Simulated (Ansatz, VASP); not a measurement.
**One calculation of Pt, two programs**

INCAR

```
ALGO     = Normal         # electronic algorithm
EDIFF    = 1E-6           # SCF threshold, eV
ENCUT    = 520            # plane-wave cutoff, eV
GGA      = PE             # functional
ISIF     = 2              # what is computed and relaxed
ISMEAR   = 0              # smearing method
LASPH    = True           # aspherical terms in the spheres
LCHARG   = False          # write CHGCAR
LREAL    = False          # projectors in reciprocal space
LWAVE    = False          # write WAVECAR
NBANDS   = 11             # bands
NELM     = 100            # most SCF steps
PREC     = Accurate       # precision mode
SIGMA    = 0.15           # smearing width, eV
```

File KPOINTS:

```
k-points
0
Gamma
  22 22 22
```

POSCAR

```
Pt
1.0
    0.0000000000      2.1704522973      1.5937631219
    2.1704522973      0.0000000000      1.5937631219
    2.1704522973      2.1704522973      0.0000000000
Pt
1
Direct
    0.0000000000      0.0000000000      0.0000000000
```

Input for Ansatz:

```yaml
crystal:
  lattice:
    - [0.0, 2.1704522973, 1.5937631219]
    - [2.1704522973, 0.0, 1.5937631219]
    - [2.1704522973, 2.1704522973, 0.0]
  atoms:
    - { symbol: Pt, position: [0.0, 0.0, 0.0] }
basis:
  ecutwfc: 420
kpoints:
  mp_grid: { grid: [22, 22, 22] }
hamiltonian:
  xc: pbe
  pseudopotentials: { kind: paw, azcp: { folder: soft_1 } }
scf:
  occupations: { method: gaussian, width: 0.15 }
output:
  forces: true
  stress: true
  eigenvalues: true
```

Alike in both runs: task single point; functional PBE; k mesh 22 × 22 × 22; occupations gaussian, width 0.15 eV; no spin polarisation.

```csv
,VASP,Ansatz
version,VASP 6.6.1,Ansatz 0.2.0
potentials or method,"VASP PAW PBE potentials, release 64 (Pt), cutoff 520 eV","scalar-relativistic, plane waves, PAW"
valence electrons in the cell,10,18
```

VASP gave:

| Quantity | Value |
| --- | --- |
| gap on the k mesh at the Fermi level (eV) | none |
| pressure (GPa) | 14.0 |
| traceless stress, the component that is largest in VASP (GPa) | 2.51 |

**Question.** What did Ansatz give for the same quantities?

**Answer.** gap on the k mesh at the Fermi level (eV): none; pressure (GPa): 14.5; traceless stress, the component that is largest in VASP (GPa): 2.51.

A gap of «none» marks a metal or a gap that the smearing closes. VASP's potentials hold 10 valence electrons a cell and Ansatz's 18, so a difference there can come from the potentials and not from the codes.

Spin-orbit coupling is off throughout.
